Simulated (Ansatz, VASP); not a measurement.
**Two plane-wave programs on SnCl4**

The input INCAR:

```
SYSTEM = SnCl4
PREC     = Accurate       ! precision mode
ENCUT    = 520            ! plane-wave cutoff, eV
EDIFF    = 1E-7           ! SCF threshold, eV
ISMEAR   = 0              ! smearing method
SIGMA    = 0.005          ! smearing width, eV
LREAL    = .False.        ! projectors in reciprocal space
LASPH    = .True.         ! aspherical terms in the spheres
NELM     = 80             ! most SCF steps
ALGO     = Normal         ! electronic algorithm
ISIF     = 2              ! what is computed and relaxed
LWAVE    = .False.        ! write WAVECAR
LCHARG   = .False.        ! write CHGCAR
GGA      = PE             ! functional
IBRION   = 2              ! ionic algorithm
NSW      = 100            ! ionic steps
EDIFFG   = -0.01          ! ionic threshold
ISYM     = 0
```

The input KPOINTS:

```
Automatic mesh
0
Gamma
  1 1 1
  0 0 0
```

Contents of POSCAR:

```
SnCl4
1.0
   14.0000000000      0.0000000000      0.0000000000
    0.0000000000     14.5000000000      0.0000000000
    0.0000000000      0.0000000000     15.0000000000
Sn Cl
1 4
Direct
    0.5006522486      0.4993364090      0.4999566759
    0.5935759972      0.5919348407      0.5873014726
    0.5955886974      0.4076536418      0.4119944419
    0.4044634789      0.5923463582      0.4104083220
    0.4044113026      0.4079137470      0.5895916780
```

Input for Ansatz:

```yaml
crystal:
  lattice:
    - [14.0, 0.0, 0.0]
    - [0.0, 14.5, 0.0]
    - [0.0, 0.0, 15.0]
  atoms:
    - { symbol: Sn, position: [0.5006522486, 0.499336409, 0.4999566759] }
    - { symbol: Cl, position: [0.5935759972, 0.5919348407, 0.5873014726] }
    - { symbol: Cl, position: [0.5955886974, 0.4076536418, 0.4119944419] }
    - { symbol: Cl, position: [0.4044634789, 0.5923463582, 0.410408322] }
    - { symbol: Cl, position: [0.4044113026, 0.407913747, 0.589591678] }
  symmetry: { detect: false }
basis:
  ecutwfc: 420
kpoints:
  mp_grid: { grid: [1, 1, 1] }
hamiltonian:
  xc: pbe
scf:
  occupations: { method: gaussian, width: 0.005 }
output:
  forces: true
  eigenvalues: true
relax:
  adjacent_minimum: "off"
  f_tol: 0.01
  max_steps: 120
```

Alike in both runs: task relaxation of the atoms; functional PBE; k mesh 1 × 1 × 1; occupations gaussian, width 0.005 eV; no spin polarisation.

|  | VASP | Ansatz |
| --- | --- | --- |
| version | VASP 6.6.1 | Ansatz 0.2.0 |
| potentials or method | VASP PAW PBE potentials, release 64 (Sn_d, Cl), cutoff 520 eV | scalar-relativistic, plane waves, PAW |
| valence electrons in the cell | 42 | 42 |

Ansatz gave:

| Quantity | Value |
| --- | --- |
| gap on the k mesh at the Fermi level, each at its own relaxed structure (eV) | 3.94 |

Task: Estimate VASP's values.

Result: gap on the k mesh at the Fermi level, each at its own relaxed structure (eV): 3.98.
